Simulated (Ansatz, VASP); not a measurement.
Fe: VASP beside Ansatz

```xyz
2
Lattice="-1.2325 1.2325 3.6107 1.2325 -1.2325 3.6107 1.2325 1.2325 -3.6107" Properties=species:S:1:pos:R:3 pbc="T T T"
Fe    0.0000    0.0000    6.1479
Fe    0.0000    0.0000    1.0735
```

Alike in both runs: functional r2SCAN; k mesh 10 × 10 × 10; occupations gaussian, width 0.1 eV; no spin polarisation.

Ansatz relaxed the structure, and its values are those at the end. VASP's run is a single point on that final structure, the one shown.

|  | VASP | Ansatz |
| --- | --- | --- |
| version | VASP 6.6.1 | Ansatz 0.2.0 |
| potentials or method | VASP PAW PBE potentials, release 64 (Fe), cutoff 520 eV | scalar-relativistic, plane waves, PAW |
| valence electrons in the cell | 16 | 32 |

|  | VASP | Ansatz | Ansatz less VASP |
| --- | --- | --- | --- |
| gap on the k mesh at the Fermi level (eV) | none | none | - |
| pressure (GPa) | 0.1 | 0.0 | -0.10 |
| rms of the force components (eV/Å) | 0.024 | 0.001 | -0.0230 |

VASP's potentials were made for PBE, not for r2SCAN. A gap of «none» marks a metal or a gap that the smearing closes. The functional is the same, so the differences come from potentials, cutoffs and numerics. VASP's potentials hold 16 valence electrons a cell and Ansatz's 32, so a difference there can come from the potentials and not from the codes.

The k mesh is coarse, so the values compare programs but aren't converged.
